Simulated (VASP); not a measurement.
AgI (Iodargyrite): relaxation of cell and atoms with PBE

AgI (Iodargyrite):

```
CELL_PARAMETERS angstrom
4.59000 0.00000 0.00000
-2.29500 3.97506 0.00000
0.00000 0.00000 7.52000
ATOMIC_POSITIONS crystal
Ag 0.66667 0.33333 0.63000
Ag 0.33333 0.66667 0.13000
I 0.66667 0.33333 0.00000
I 0.33333 0.66667 0.50000
```

```yaml
Program: VASP 6.6.1
Task: relaxation of cell and atoms
Functional: PBE
Potentials_or_basis: VASP PAW PBE potentials, release 64 (Ag, I)
Cutoff: 500 eV
k_mesh: 6 × 6 × 4
Occupations: fermi-dirac, width 0.02 eV
Spin: no spin polarisation
Dipole_correction: no
Further_INCAR_settings: ALGO = Normal; EDIFF = 1e-07; IBRION = 2; EDIFFG = -0.005; NSW = 80; ISIF = 3
```

```json
{
 "Relaxed volume": "36.38 Å³/atom",
 "Relaxed cell": "a = 4.684 Å, b = 4.684 Å, c = 7.660 Å, α = 90.00°, β = 90.00°, γ = 120.00°",
 "Space group after relaxing (to 0.05 Å)": "P6_3mc (No. 186)",
 "Energy gained by relaxing": "11.3 meV/atom",
 "Ionic steps": "12",
 "Pressure after relaxing": "0.0 GPa",
 "Band gap on the k mesh": "1.37 eV, direct"
}
```

Forces in eV/Å, atoms in the order of the input:
```
Ag   0.000  0.000  0.003
Ag   0.000  0.000  0.003
I    0.000  0.000 -0.003
I    0.000  0.000 -0.003
```

Step by step:
```tsv
step	energy change (eV)	largest force (eV/Å)	pressure (GPa)	volume (Å³)
1	0.0000	0.0808	1.76	137.21
2	-0.0443	0.0243	0.12	144.83
3	-0.0445	0.0206	-0.03	145.59
4	-0.0445	0.0214	0.01	145.42
5	-0.0446	0.0185	0.01	145.41
6	-0.0448	0.0099	0.01	145.36
7	-0.0449	0.0067	0.03	145.27
8	-0.0450	0.0062	0.03	145.33
9	-0.0451	0.0051	0.00	145.48
10	-0.0451	0.0029	-0.06	145.80
11	-0.0451	0.0042	-0.02	145.60
12	-0.0452	0.0025	0.00	145.52
```

Final structure:
```
Ag I
1.0
     4.68363    0.00000    0.00000
    -2.34182    4.05615    0.00000
     0.00000    0.00000    7.65973
Ag I
2 2
Direct
  0.66667 0.33333 0.62748
  0.33333 0.66667 0.12748
  0.66667 0.33333 0.00252
  0.33333 0.66667 0.50252
```

Levels at points of the mesh, in eV from the valence-band top:
```csv
k point,band 16,band 17,band 18,band 19,band 20,band 21
"(0.00, 0.00, 0.00)",-0.06,0.00,0.00,1.37,2.67,5.84
"(0.50, 0.00, 0.00)",-1.59,-0.92,-0.64,3.31,3.65,4.90
"(0.00, 0.00, 0.50)",-0.33,-0.33,-0.33,2.64,2.64,5.64
"(0.50, 0.00, 0.50)",-1.11,-1.11,-1.11,3.30,3.30,4.94
```

Run time: 4.5 min on 1 thread of AMD EPYC 9R45 96-Core Processor (Zen 5) (shared host), peak memory 0.27 GiB.

Caveat: spin-orbit coupling is left out, which moves the levels of the heavy elements. PBE usually gives volumes a little too large and moduli too small.
